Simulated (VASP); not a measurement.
The system is Al.

```
CELL_PARAMETERS angstrom
0.00000 2.01946 2.01946
2.01946 0.00000 2.01946
2.01946 2.01946 0.00000
ATOMIC_POSITIONS crystal
Al 0.00000 0.00000 0.00000
```

Base run:

```yaml
Program: VASP 6.6.1
Functional: PBE
Potentials_or_basis: VASP PAW PBE potentials, release 64 (Al)
Cutoff: 500 eV
k_mesh: 9 × 9 × 9
Occupations: gaussian, width 0.1 eV
Spin: no spin polarisation
```

Its results: pressure 0.4 GPa.

Task: The run is repeated on the same cell with these changes: k mesh from 9 × 9 × 9 to 4 × 4 × 4. What comes out?

Result: Pressure 0.9 GPa.

Caveats: some runs use coarse meshes.
